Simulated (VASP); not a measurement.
# W (Pm-3n) in VASP: electric field gradients with PBE

Aim: the electric field gradients of W with PBE.

Program: VASP 6.6.1. These are calculated values, not measurements. Logs are shortened: lines on timing, memory, paths and dates and some standing lists are left out, and cuts for length are marked.

## Step 1: The cell of the first run

The structure is cubic, space group Pm-3n (No. 223). Conventional cell: a = 5.083 Å, b = 5.083 Å, c = 5.083 Å, α = 90.00°, β = 90.00°, γ = 90.00°. Within 3.7 Å of W (site symmetry m-3) lie 12 W at 2.84 Å. W (site symmetry -4m2) has 14 W at 2.54 to 3.11 Å within 3.4 Å.

## Step 2: Electric field gradients, PBE

Contents of INCAR:

```
SYSTEM = W
PREC = Accurate ; ENCUT = 520
EDIFF = 1E-8 ; ISMEAR = -1
SIGMA = 0.02 ; LREAL = .False.
LASPH = .True. ; NELM = 80
ALGO = Normal ; ISIF = 2
LWAVE = .False. ; LCHARG = .False.
GGA = PE ; LEFG = .True.
NBANDS = 66
```

Contents of KPOINTS:

```
regular mesh
0
Gamma
  9 9 9
  0 0 0
```

Contents of POSCAR:

```
W
1.0
    5.0830000000      0.0000000000      0.0000000000
    0.0000000000      5.0830000000      0.0000000000
    0.0000000000      0.0000000000      5.0830000000
W
8
Direct
    0.0000000000      0.0000000000      0.0000000000
    0.5000000000      0.5000000000      0.5000000000
    0.0000000000      0.5000000000      0.2500000000
    0.0000000000      0.5000000000      0.7500000000
    0.2500000000      0.0000000000      0.5000000000
    0.7500000000      0.0000000000      0.5000000000
    0.5000000000      0.7500000000      0.0000000000
    0.5000000000      0.2500000000      0.0000000000
```

Potentials or basis: VASP PAW PBE potentials, release 64 (W_sv).

Run with:

```console
$ cat potpaw_PBE.64/W_sv/POTCAR > POTCAR
$ mpirun -np 1 vasp_std > vasp.out
```

OUTCAR:

```text
SYSTEM = W
   PREC = Accurate
   ENCUT = 520
   EDIFF = 1E-8
   ISMEAR = -1
   LREAL = .False.
   LASPH = .True.
   NELM = 80
   ISIF = 2
   GGA = PE

 ion  position               nearest neighbor table
   1  0.000  0.000  0.000-   3 2.84   4 2.84   5 2.84   6 2.84   7 2.84   8 2.84   5 2.84   6 2.84
                             3 2.84   4 2.84   7 2.84   8 2.84
   2  0.500  0.500  0.500-   3 2.84   4 2.84   5 2.84   6 2.84   7 2.84   8 2.84   7 2.84   8 2.84
                             5 2.84   6 2.84   3 2.84   4 2.84
   3  0.000  0.500  0.250-   4 2.54   4 2.54   1 2.84   2 2.84   1 2.84   2 2.84   8 3.11   5 3.11
                             6 3.11   5 3.11   6 3.11   7 3.11   7 3.11   8 3.11
   4  0.000  0.500  0.750-   3 2.54   3 2.54   1 2.84   2 2.84   1 2.84   2 2.84   8 3.11   5 3.11
                             6 3.11   5 3.11   6 3.11   7 3.11   7 3.11   8 3.11
   5  0.250  0.000  0.500-   6 2.54   6 2.54   1 2.84   1 2.84   2 2.84   2 2.84   8 3.11   4 3.11
                             7 3.11   8 3.11   3 3.11   3 3.11   4 3.11   7 3.11
   6  0.750  0.000  0.500-   5 2.54   5 2.54   1 2.84   1 2.84   2 2.84   2 2.84   8 3.11   4 3.11
                             7 3.11   8 3.11   3 3.11   3 3.11   4 3.11   7 3.11
   7  0.500  0.750  0.000-   8 2.54   8 2.54   1 2.84   2 2.84   2 2.84   1 2.84   3 3.11   4 3.11
                             5 3.11   6 3.11   5 3.11   6 3.11   3 3.11   4 3.11
   8  0.500  0.250  0.000-   7 2.54   7 2.54   1 2.84   2 2.84   2 2.84   1 2.84   3 3.11   4 3.11
                             5 3.11   6 3.11   5 3.11   6 3.11   3 3.11   4 3.11

  LATTYP: Found a simple cubic cell.
 ALAT       =     5.0830000000

  Lattice vectors:

 A1 = (   5.0830000000,   0.0000000000,   0.0000000000)
 A2 = (   0.0000000000,   5.0830000000,   0.0000000000)
 A3 = (   0.0000000000,   0.0000000000,   5.0830000000)

Analysis of symmetry for initial positions (statically):
=====================================================================
 Subroutine PRICEL returns:
 Original cell was already a primitive cell.

 Routine SETGRP: Setting up the symmetry group for a
 simple cubic supercell.

 Subroutine GETGRP returns: Found 48 space group operations
 (whereof 24 operations were pure point group operations)
 out of a pool of 48 trial point group operations.

The static configuration has the point symmetry T_h .
 The point group associated with its full space group is O_h .

Analysis of symmetry for dynamics (positions and initial velocities):
=====================================================================
 Subroutine PRICEL returns:
 Original cell was already a primitive cell.

 Routine SETGRP: Setting up the symmetry group for a
 simple cubic supercell.

 Subroutine GETGRP returns: Found 48 space group operations
 (whereof 24 operations were pure point group operations)
 out of a pool of 48 trial point group operations.

The dynamic configuration has the point symmetry T_h .
 The point group associated with its full space group is O_h .

 Subroutine INISYM returns: Found 48 space group operations
 (whereof 24 operations are pure point group operations),
 and found     1 'primitive' translations

----------------------------------------------------------------------------------------

                                     Primitive cell

  volume of cell :     131.3289

  direct lattice vectors                    reciprocal lattice vectors
     5.083000000  0.000000000  0.000000000     0.196734212  0.000000000  0.000000000
     0.000000000  5.083000000  0.000000000     0.000000000  0.196734212  0.000000000
     0.000000000  0.000000000  5.083000000     0.000000000  0.000000000  0.196734212

  length of vectors
     5.083000000  5.083000000  5.083000000     0.196734212  0.196734212  0.196734212

  position of ions in fractional coordinates (direct lattice)
     0.000000000  0.000000000  0.000000000
     0.500000000  0.500000000  0.500000000
     0.000000000  0.500000000  0.250000000
     0.000000000  0.500000000  0.750000000
     0.250000000  0.000000000  0.500000000
     0.750000000  0.000000000  0.500000000
     0.500000000  0.750000000  0.000000000
     0.500000000  0.250000000  0.000000000

  ion indices of the primitive-cell ions
[... 87 lines left out ...]
   ISIF   =      2    stress and relaxation
   ISYM   =      2    0-nonsym 1-usesym 2-fastsym
   POTIM  = 0.5000    time-step for ionic-motion
   TEBEG  =    0.0;   TEEND  =   0.0 temperature during run
   PSTRESS=    0.0 pullay stress
   NELECT =     112.0000    total number of electrons
   NUPDOWN=      -1.0000    fix difference up-down
   EMIN   =  10.00;   EMAX   =-10.00  energy-range for DOS
   EFERMI =   0.00;   METHOD = LEGACY
   ISMEAR =    -1;   SIGMA  =   0.02  broadening in eV -4-tet -1-fermi 0-gaus
   EFERMI_NEDOS =   21; number of points for ismear=-14 and -15
   IALGO  =     38    algorithm
   IMIX   =      4    mixing-type and parameters
     AMIX     =   0.40;   BMIX     =  1.00
     AMIX_MAG =   1.60;   BMIX_MAG =  1.00
  volume/ion in A,a.u.               =      16.42       110.78
  Fermi-wavevector in a.u.,A,eV,Ry     =   1.552485  2.933771 32.792891  2.410209
  Thomas-Fermi vector in A             =   2.656853
   LORBIT       =      0    0 simple, 1 ext, 2 COOP (PROOUT), +10 PAW based schemes
   GGA     = PE    functional components
   LHFCALC =     F    Hartree Fock is set to
   AEXX    =    0.0000 exact exchange contribution
   IVDW    =     0    specifies the selected vdW correction
   LEPSILON=     F    determine dielectric tensor
   LRPA    =     F    only Hartree local field effects (RPA)
 non-spin polarized calculation
  energy-cutoff  :      520.00
  volume of cell :      131.33
 maximum number of plane-waves:      3575
 NGX is ok and might be reduce to    40
   NGX = 19   NGY = 19   NGZ = 19

 number of electron     111.9999988 magnetization

 Free energy of the ion-electron system (eV)
  ---------------------------------------------------
  ext. energy  EPLUGINS =         0.00000000
  ---------------------------------------------------
  free energy    TOTEN  =      -102.89365372 eV

  energy without entropy =     -102.88890317  energy(sigma->0) =     -102.89127845

 E-fermi :  10.7311     XC(G=0): -13.4295

 val. band max:       10.7203765696   @ k =   0.2222   0.0000   0.0000
 cond. band min:      10.7525844371   @ k =   0.4444   0.3333   0.1111
 fundamental gap:      0.0322078675
 Fermi energy:        10.7311101854

 k-point     1 :       0.0000    0.0000    0.0000
  band No.  band energies     occupation
      1     -63.3411      2.00000
      2     -63.2986      2.00000
      3     -63.2986      2.00000
      4     -63.1653      2.00000
      5     -63.1653      2.00000
      6     -63.1653      2.00000
[... 1645 lines left out ...]
     65      13.0425      0.00000
     66      13.6064      0.00000

 [... further k-points ...]
[... 5 lines left out ...]
  --------------------------------------------------------------------------------------
  -------------------------------------------------------------------------------------
  Total        0.0038578      0.0038578      0.0038578      0.0000000     -0.0000000     -0.0000000
  in kB        0.0470646      0.0470646      0.0470646      0.0000000     -0.0000000     -0.0000000
  external PRESSURE =       0.0470646 kB  Pullay stress =       0.0000000 kB

 VOLUME and BASIS-vectors are now :
 -----------------------------------------------------------------------------
  energy-cutoff  :      520.00
  volume of cell :      131.33
      direct lattice vectors                 reciprocal lattice vectors
     5.083000000  0.000000000  0.000000000     0.196734212  0.000000000  0.000000000
     0.000000000  5.083000000  0.000000000     0.000000000  0.196734212  0.000000000
     0.000000000  0.000000000  5.083000000     0.000000000  0.000000000  0.196734212

 POSITION                                       TOTAL-FORCE (eV/Angst)
 -----------------------------------------------------------------------------------
      0.00000      0.00000      0.00000         0.000000     -0.000000      0.000000
      2.54150      2.54150      2.54150         0.000000     -0.000000      0.000000
      0.00000      2.54150      1.27075        -0.000000     -0.000000     -0.000000
      0.00000      2.54150      3.81225         0.000000     -0.000000      0.000000
      1.27075      0.00000      2.54150         0.000000     -0.000000     -0.000000
      3.81225      0.00000      2.54150        -0.000000      0.000000     -0.000000
      2.54150      3.81225      0.00000         0.000000      0.000000      0.000000
      2.54150      1.27075      0.00000        -0.000000     -0.000000     -0.000000
 -----------------------------------------------------------------------------------
    total drift:                               -0.000000     -0.000000      0.000000

  FREE ENERGIE OF THE ION-ELECTRON SYSTEM (eV)
  ---------------------------------------------------
  free  energy   TOTEN  =      -102.8936537248 eV

  energy  without entropy=     -102.8889031743  energy(sigma->0) =     -102.89127845

 Electric field gradients (V/A^2)
---------------------------------------------------------------------
 ion       V_xx      V_yy      V_zz      V_xy      V_xz      V_yz
---------------------------------------------------------------------
   1      -0.000     0.000     0.000    -0.000    -0.000     0.000
   2       0.000    -0.000     0.000     0.000    -0.000    -0.000
   3      18.194    18.194   -36.388     0.000    -0.000     0.000
   4      18.194    18.194   -36.388     0.000    -0.000     0.000
   5     -36.388    18.194    18.194    -0.000     0.000     0.000
   6     -36.388    18.194    18.194     0.000     0.000    -0.000
   7      18.194   -36.388    18.194     0.000     0.000     0.000
   8      18.194   -36.388    18.194     0.000     0.000     0.000
---------------------------------------------------------------------

 Electric field gradients after diagonalization (V/A^2)
 (convention: |V_zz| > |V_xx| > |V_yy|)
----------------------------------------------------------------------
 ion       V_xx      V_yy      V_zz     asymmetry (V_yy - V_xx)/ V_zz
----------------------------------------------------------------------
   1       0.000    -0.000     0.000      -1.556
   2       0.000    -0.000     0.000      -1.220
   3      18.194    18.194   -36.388       0.000
   4      18.194    18.194   -36.388       0.000
   5      18.194    18.194   -36.388       0.000
   6      18.194    18.194   -36.388       0.000
   7      18.194    18.194   -36.388       0.000
   8      18.194    18.194   -36.388       0.000
----------------------------------------------------------------------

           NMR quadrupolar parameters

 Cq : quadrupolar parameter    Cq=e*Q*V_zz/h
 eta: asymmetry parameters     (V_yy - V_xx)/ V_zz
 Q  : nuclear electric quadrupole moment in mb (millibarn)
----------------------------------------------------------------------
 ion       Cq(MHz)       eta       Q (mb)
----------------------------------------------------------------------
   1       0.000      -1.556       1.000
   2       0.000      -1.220       1.000
   3      -0.088       0.000       1.000
   4      -0.088       0.000       1.000
   5      -0.088       0.000       1.000
   6      -0.088       0.000       1.000
   7      -0.088       0.000       1.000
   8      -0.088       0.000       1.000
----------------------------------------------------------------------
```

Run time: 9.1 min. Hardware: 1 thread of AMD EPYC 7R43 (Zen 3), shared host; peak memory 0.32 GiB.

What came out:

| Quantity | Value |
| --- | --- |
| Free energy | -102.8937 eV |
| Pressure | 0.0 GPa |
| Band gap on the k mesh | zero (bands 56 and 57 overlap by 0.72 eV) |
| Largest electric field gradient by atom | W +0.0, -36.4 (each value once) V/Å² |

Levels at points of the mesh, in eV from the Fermi level:
```
           k point  band 52  band 53  band 54  band 55  band 56  band 57  band 58  band 59  band 60  band 61
(0.00, 0.00, 0.00)    -2.07    -1.45    -1.45    -0.46    -0.46    -0.46     1.60     1.60     1.60     1.63
```

Electric field gradients, principal values (V/Å²):
```
atom   least  middle  greatest (by size)
 1 W   0.000   0.000               0.000
 2 W   0.000   0.000               0.000
 3 W  18.194  18.194             -36.388
 4 W  18.194  18.194             -36.388
 5 W  18.194  18.194             -36.388
 6 W  18.194  18.194             -36.388
 7 W  18.194  18.194             -36.388
 8 W  18.194  18.194             -36.388
```

Caveat: without QUAD_EFG the Cq values of the log hold for a quadrupole moment of 1 mb, not for the nuclei; spin-orbit coupling is left out, which moves the levels of the heavy elements.
